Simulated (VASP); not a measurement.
Input of a VASP 6.6.1 run:

Contents of INCAR:

```
  PREC = Accurate
  ENCUT = 520
  EDIFF = 1E-7
  ISMEAR = 0
  SIGMA = 0.1
  LREAL = F
  LASPH = T
  NELM = 100
  ALGO = Normal
  ISIF = 2
  LWAVE = F
  LCHARG = T
  GGA = PE
  LELF = T
  LVHAR = T
  NBANDS = 16
```

KPOINTS

```
Automatic mesh
0
Gamma
  12 12 12
```

The input POSCAR:

```
InSb
1.0
    0.0000000000      3.2147576786      3.2147576786
    3.2147576786      0.0000000000      3.2147576786
    3.2147576786      3.2147576786      0.0000000000
In Sb
1 1
Direct
    0.0000000000      0.0000000000      0.0000000000
    0.2500000000      0.2500000000      0.2500000000
```

Potentials or basis: VASP PAW PBE potentials, release 64 (In_d, Sb).

Command:

```bash
$ cat potpaw_PBE.64/In_d/POTCAR potpaw_PBE.64/Sb/POTCAR > POTCAR
$ mpirun -np 1 vasp_std > vasp.out
```

Q: Estimate the band gap on the k mesh.

A: Zero (filled and empty bands touch).

Q: What does it give for the pressure?

A: 4.3 GPa.

Caveat: spin-orbit coupling is left out, which moves the levels of the heavy elements.
